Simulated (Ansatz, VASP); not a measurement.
**One calculation of Mg2Sn, two programs**

```
CELL_PARAMETERS angstrom
0.00000 3.44753 3.44753
3.44753 0.00000 3.44753
3.44753 3.44753 0.00000
ATOMIC_POSITIONS crystal
Sn 0.00000 0.00000 0.00000
Mg 0.25000 0.25000 0.25000
Mg 0.75000 0.75000 0.75000
```

Change from the starting cell: hydrostatic strain +2.0%.

Alike in both runs: task single point; functional PBE; k mesh 6 × 6 × 6; occupations fermi-dirac, width 0.02 eV; no spin polarisation.

|  | VASP | Ansatz |
| --- | --- | --- |
| version | VASP 6.6.1 | Ansatz 0.2.0 |
| potentials or method | VASP PAW PBE potentials, release 64 (Sn_d, Mg) | plane waves, PAW |
| plane-wave cutoff (eV) | 600 | 420 |
| valence electrons in the cell | 18 | 34 |

|  | VASP | Ansatz | Ansatz less VASP |
| --- | --- | --- | --- |
| pressure (GPa) | -1.5 | -1.3 | +0.11 |

The functional is the same, so the differences come from potentials, cutoffs and numerics. VASP's potentials hold 18 valence electrons a cell and Ansatz's 34, so a difference there can come from the potentials and not from the codes.
